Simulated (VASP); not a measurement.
# MgS (Fm-3m) in VASP: a series of runs, part 2 of 2

VASP 6.6.1. Earlier steps stand in the parts before.

## (5) Single point, PBE-based screened hybrid

Contents of POSCAR:

```
MgS
1.0
    0.0000000000      2.6015179373      2.6015179373
    2.6015179373      0.0000000000      2.6015179373
    2.6015179373      2.6015179373      0.0000000000
Mg S
1 1
Direct
    0.0000000000      0.0000000000      0.0000000000
    0.5000000000      0.5000000000      0.5000000000
```

Contents of INCAR.step1:

```
SYSTEM = MgS
  PREC = Accurate
  ENCUT = 520
  EDIFF = 1E-5
  ISMEAR = 0
  SIGMA = 0.01
  LREAL = .FALSE.
  LASPH = .TRUE.
  NELM = 100
  ALGO = Normal
  ISIF = 2
  LWAVE = .TRUE.
  GGA = PE
  NBANDS = 11
```

Contents of INCAR.step2:

```
SYSTEM = MgS
  PREC = Accurate
  ENCUT = 520
  EDIFF = 1E-7
  ISMEAR = 0
  SIGMA = 0.01
  LREAL = .FALSE.
  LASPH = .TRUE.
  NELM = 100
  ALGO = Normal
  ISIF = 2
  LWAVE = .FALSE.
  LCHARG = .TRUE.
  GGA = PE
  LHFCALC = .TRUE.
  AEXX = 0.2
  HFSCREEN = 0.1
  PRECFOCK = Normal
  LELF = .TRUE.
  LVHAR = .TRUE.
  ISTART = 1
  NBANDS = 11
```

Contents of KPOINTS:

```
Automatic mesh
0
G
  4 4 4
  0 0 0
```

Potentials or basis: VASP PAW PBE potentials, release 64 (Mg, S).

On the command line:

```bash
> cat potpaw_PBE.64/Mg/POTCAR potpaw_PBE.64/S/POTCAR > POTCAR
> cp INCAR.step1 INCAR
> mpirun -np 1 vasp_std > vasp.out
> cp INCAR.step2 INCAR
> mpirun -np 1 vasp_std > vasp.out
```

OUTCAR:

```text
SYSTEM = MgS
   PREC = Accurate
   ENCUT = 520
   EDIFF = 1E-7
   ISMEAR = 0
   LREAL = .FALSE.
   LASPH = .TRUE.
   NELM = 100
   ISIF = 2
   GGA = PE
   LHFCALC = .TRUE.
   AEXX = 0.2
   HFSCREEN = 0.1
   PRECFOCK = Normal
   ISTART = 1

 ion  position               nearest neighbor table
   1  0.000  0.000  0.000-   2 2.60   2 2.60   2 2.60   2 2.60   2 2.60   2 2.60
   2  0.500  0.500  0.500-   1 2.60   1 2.60   1 2.60   1 2.60   1 2.60   1 2.60

  LATTYP: Found a face centered cubic cell.
 ALAT       =     5.2030358746

  Lattice vectors:

 A1 = (   0.0000000000,   2.6015179373,   2.6015179373)
 A2 = (   2.6015179373,   0.0000000000,   2.6015179373)
 A3 = (   2.6015179373,   2.6015179373,   0.0000000000)

Analysis of symmetry for initial positions (statically):
=====================================================================
 Subroutine PRICEL returns:
 Original cell was already a primitive cell.

 Routine SETGRP: Setting up the symmetry group for a
 face centered cubic supercell.

 Subroutine GETGRP returns: Found 48 space group operations
 (whereof 48 operations were pure point group operations)
 out of a pool of 48 trial point group operations.

The static configuration has the point symmetry O_h .

Analysis of symmetry for dynamics (positions and initial velocities):
=====================================================================
 Subroutine PRICEL returns:
 Original cell was already a primitive cell.

 Routine SETGRP: Setting up the symmetry group for a
 face centered cubic supercell.

 Subroutine GETGRP returns: Found 48 space group operations
 (whereof 48 operations were pure point group operations)
 out of a pool of 48 trial point group operations.

The dynamic configuration has the point symmetry O_h .

 Subroutine INISYM returns: Found 48 space group operations
 (whereof 48 operations are pure point group operations),
 and found     1 'primitive' translations

----------------------------------------------------------------------------------------

                                     Primitive cell

  volume of cell :      35.2136

  direct lattice vectors                    reciprocal lattice vectors
     0.000000000  2.601517937  2.601517937    -0.192195484  0.192195484  0.192195484
     2.601517937  0.000000000  2.601517937     0.192195484 -0.192195484  0.192195484
     2.601517937  2.601517937  0.000000000     0.192195484  0.192195484 -0.192195484

  length of vectors
     3.679101950  3.679101950  3.679101950     0.332892344  0.332892344  0.332892344

  position of ions in fractional coordinates (direct lattice)
     0.000000000  0.000000000  0.000000000
     0.500000000  0.500000000  0.500000000

  ion indices of the primitive-cell ions
   primitive index   ion index
                 1           1
                 2           2

----------------------------------------------------------------------------------------

 KPOINTS: Automatic mesh

Automatic generation of k-mesh.
 Grid dimensions read from file:
 generate k-points for:    4    4    4

 Generating k-lattice:
[... 29 lines left out ...]
   total plane-waves  NPLWV =  21952
   dimension x,y,z NGX =    28 NGY =   28 NGZ =   28
   dimension x,y,z NGXF=    56 NGYF=   56 NGZF=   56
   ions per type =               1   1
   NGX,Y,Z   is equivalent  to a cutoff of  12.65, 12.65, 12.65 a.u.
   NGXF,Y,Z  is equivalent  to a cutoff of  25.30, 25.30, 25.30 a.u.
 SYSTEM =  MgS
   PREC   = accura    normal or accurate (medium, high low for compatibility)
   ISTART =      1    job   : 0-new  1-cont  2-samecut
   ICHARG =      0    charge: 1-file 2-atom 10-const
   ISPIN  =      1    spin polarized calculation?
   LNONCOLLINEAR =      F non collinear calculations
   LSORBIT =      F    spin-orbit coupling
   LASPH  =      T    aspherical Exc in radial PAW
   ENCUT  =  520.0 eV  38.22 Ry    6.18 a.u.   6.84  6.84  6.84*2*pi/ulx,y,z
   NELM   =    100;   NELMIN=  2; NELMDL=  0     # of ELM steps
   EDIFF  = 0.1E-06   stopping-criterion for ELM
   LREAL  =      F    real-space projection
   EDIFFG = 0.1E-05   stopping-criterion for IOM
   NSW    =      0    number of steps for IOM
   IBRION =     -1    ionic relax: 0-MD 1-quasi-New 2-CG
   NFREE  =      0    steps in history (QN), initial steepest desc. (CG)
   ISIF   =      2    stress and relaxation
   ISYM   =      3    0-nonsym 1-usesym 2-fastsym
   POTIM  = 0.5000    time-step for ionic-motion
   TEBEG  =    0.0;   TEEND  =   0.0 temperature during run
   PSTRESS=    0.0 pullay stress
   NELECT =       8.0000    total number of electrons
   NUPDOWN=      -1.0000    fix difference up-down
   EMIN   =  10.00;   EMAX   =-10.00  energy-range for DOS
   EFERMI =   0.00;   METHOD = LEGACY
   ISMEAR =     0;   SIGMA  =   0.01  broadening in eV -4-tet -1-fermi 0-gaus
   EFERMI_NEDOS =   21; number of points for ismear=-14 and -15
   IALGO  =     38    algorithm
   IMIX   =      1    mixing-type and parameters
     AMIX     =   0.40;   BMIX     =  1.00
     AMIX_MAG =   1.60;   BMIX_MAG =  1.00
  volume/ion in A,a.u.               =      17.61       118.82
  Fermi-wavevector in a.u.,A,eV,Ry     =   0.998929  1.887702 13.576701  0.997859
  Thomas-Fermi vector in A             =   2.131185
   LORBIT       =      0    0 simple, 1 ext, 2 COOP (PROOUT), +10 PAW based schemes
   GGA     = PE    functional components
   LHFCALC =     T    Hartree Fock is set to
   PRECFOCK=normal    Normal, Fast or Accurate (Low or Medium for compatibility)
   ENCUT4O =  -1.0   cutoff for four orbital integrals eV
   NKREDX  =     1    reduce k-point grid by
   NKREDY  =     1    reduce k-point grid by
   NKREDZ  =     1    reduce k-point grid by
   AEXX    =    0.2000 exact exchange contribution
   HFSCREEN=    0.1000 screening length (either q_TF or 0.3 A-1)
   HFSCREENC=   0.1000 screening length for correlation (either q_TF or 0.3 A-1)
   ENCUTFOCK=  -1.0 apply spherical cutoff to Coloumb kernel
   IVDW    =     0    specifies the selected vdW correction
   LEPSILON=     F    determine dielectric tensor
   LRPA    =     F    only Hartree local field effects (RPA)
 non-spin polarized calculation
 Gauss-broadening in eV      SIGMA  =   0.01
  energy-cutoff  :      520.00
  volume of cell :       35.21
 maximum number of plane-waves:       960
  NGX = 24; NGY = 24; NGZ = 24

 number of electron       8.0000000 magnetization

 Free energy of the ion-electron system (eV)
  ---------------------------------------------------
  ext. energy  EPLUGINS =         0.00000000
  ---------------------------------------------------
  free energy    TOTEN  =        -9.80961886 eV

  energy without entropy =       -9.80961886  energy(sigma->0) =       -9.80961886

 E-fermi :   3.1264     XC(G=0):  -8.2230

 val. band max:        3.0560180904   @ k =   0.0000   0.0000   0.0000
 cond. band min:       6.8901563885   @ k =   0.5000   0.5000   0.0000
 fundamental gap:      3.8341382981
 Fermi energy:         3.1264394416

 k-point     1 :       0.0000    0.0000    0.0000
  band No.  band energies     occupation
      1     -10.6715      2.00000
      2       3.0560      2.00000
      3       3.0560      2.00000
      4       3.0560      2.00000
      5       7.9218      0.00000
      6      12.2201      0.00000
      7      12.2201      0.00000
      8      12.2201      0.00000
      9      14.7795      0.00000
     10      14.7795      0.00000
     11      16.8247      0.00000
[... 85 lines left out ...]
 k-point     8 :      -0.2500    0.5000    0.2500
  band No.  band energies     occupation
      1      -8.8034      2.00000
      2      -0.4284      2.00000
      3      -0.4284      2.00000
      4       0.5600      2.00000
      5       9.4813      0.00000
      6      12.2482      0.00000
      7      12.2482      0.00000
      8      12.4137      0.00000
      9      18.9375      0.00000
     10      18.9375      0.00000
     11      20.3546      0.00000

------------------------ aborting loop because EDIFF is reached ----------------------------------------

  FORCE on cell =-STRESS in cart. coord.  units (eV):
  Direction    XX          YY          ZZ          XY          YZ          ZX
  --------------------------------------------------------------------------------------
  -------------------------------------------------------------------------------------
  Total       -0.0522676     -0.0522676     -0.0522676     -0.0000000      0.0000000     -0.0000000
  in kB       -2.3781150     -2.3781150     -2.3781150     -0.0000000      0.0000000     -0.0000000
  external PRESSURE =      -2.3781150 kB  Pullay stress =       0.0000000 kB

 VOLUME and BASIS-vectors are now :
 -----------------------------------------------------------------------------
  energy-cutoff  :      520.00
  volume of cell :       35.21
      direct lattice vectors                 reciprocal lattice vectors
     0.000000000  2.601517937  2.601517937    -0.192195484  0.192195484  0.192195484
     2.601517937  0.000000000  2.601517937     0.192195484 -0.192195484  0.192195484
     2.601517937  2.601517937  0.000000000     0.192195484  0.192195484 -0.192195484

 POSITION                                       TOTAL-FORCE (eV/Angst)
 -----------------------------------------------------------------------------------
      0.00000      0.00000      0.00000         0.000000      0.000000      0.000000
      2.60152      2.60152      2.60152         0.000000     -0.000000     -0.000000
 -----------------------------------------------------------------------------------
    total drift:                               -0.000011     -0.000017     -0.000016

  FREE ENERGIE OF THE ION-ELECTRON SYSTEM (eV)
  ---------------------------------------------------
  free  energy   TOTEN  =        -9.8096188564 eV

  energy  without entropy=       -9.8096188564  energy(sigma->0) =       -9.80961886
```

It took 6.4 min on 1 thread of AMD EPYC, shared host; peak memory 0.23 GiB.

Results:

```yaml
Free_energy: -9.8096 eV
Pressure: -0.2 GPa
Band_gap_on_the_k_mesh: 3.83 eV, indirect (least direct gap 4.87 eV)
```

Caveat: the k points lie up to 0.52 Å⁻¹ apart; the PAW data sets were made with another functional, which shifts forces and pressure a little. A k mesh can miss the band edges.

## (6) Overview

```csv
level,k mesh,grid for exact exchange (PRECFOCK),screening parameter,share of exact exchange,gap on the mesh (eV),pressure (GPa)
r2SCAN,6 × 6 × 6,-,-,-,3.43,-0.4
HSE06,4 × 4 × 4,Normal,0.2079 1/Å,-,3.75,-0.4
PBE-based screened hybrid,4 × 4 × 4,Normal,0.5 1/Å,0.5,3.69,-1.0
PBE-based screened hybrid,4 × 4 × 4,Normal,0.1 1/Å,0.2,3.83,-0.2
```

Alike in all rows: task single point; potentials or basis VASP PAW PBE potentials, release 64 (Mg, S); no spin polarisation; cell as given; cutoff (eV) 520; smearing gaussian 0.01 eV.

Caveats: some runs use coarse meshes; the PAW data sets were made with another functional, which shifts forces and pressure a little.

Absolute energies hang on the potentials; compare differences alone.
